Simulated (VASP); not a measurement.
Wanted: the native input for a VASP 6.6.1 run.

```yaml
Task: single point
Functional: PBE
Potentials_or_basis: VASP PAW PBE potentials, release 64 (Au)
Cutoff: 520 eV
k_mesh: 9 × 9 × 15
Occupations: gaussian, width 0.1 eV
Spin: no spin polarisation
Dipole_correction: no
Further_INCAR_settings: ALGO = Fast; EDIFF = 1e-06; NBANDS = 18; ISYM = 0
```

The structure of Au lies in POSCAR:

```
Au
1.0
    3.9364226085      0.0000000000      0.0000000000
    0.0000000000      3.9364226085      0.0000000000
   -1.9682113043      0.0000000000      2.2200867791
Au
2
Direct
    0.0000000000      0.0000000000      0.0000000000
    0.5000000000      0.5000000000      0.0000000000
```

One way to write it, as run:

INCAR

```
PREC = Accurate
ENCUT = 520
EDIFF = 1E-6
ISMEAR = 0
SIGMA = 0.1
LREAL = F
LASPH = T
NELM = 100
ALGO = Fast
ISIF = 2
LWAVE = F
LCHARG = F
GGA = PE
ISYM = 0
NBANDS = 18
```

KPOINTS

```
Automatic mesh
0
Gamma
  9 9 15
```

Potentials or basis: VASP PAW PBE potentials, release 64 (Au).

Run with:

```sh
$ cat potpaw_PBE.64/Au/POTCAR > POTCAR
$ mpirun -np 1 vasp_std > vasp.out
```

It gave:

```
Pressure               : 7.5 GPa
Band gap on the k mesh : zero (bands 11 and 12 overlap by 6.22 eV)
```

Caveat: the cell stands under pressure; spin-orbit coupling is left out, which moves the levels of the heavy elements.

It took 4.9 min on 1 thread of Intel(R) Xeon(R) Platinum 8488C (Sapphire Rapids), on a shared host, peak memory 0.4 GiB.
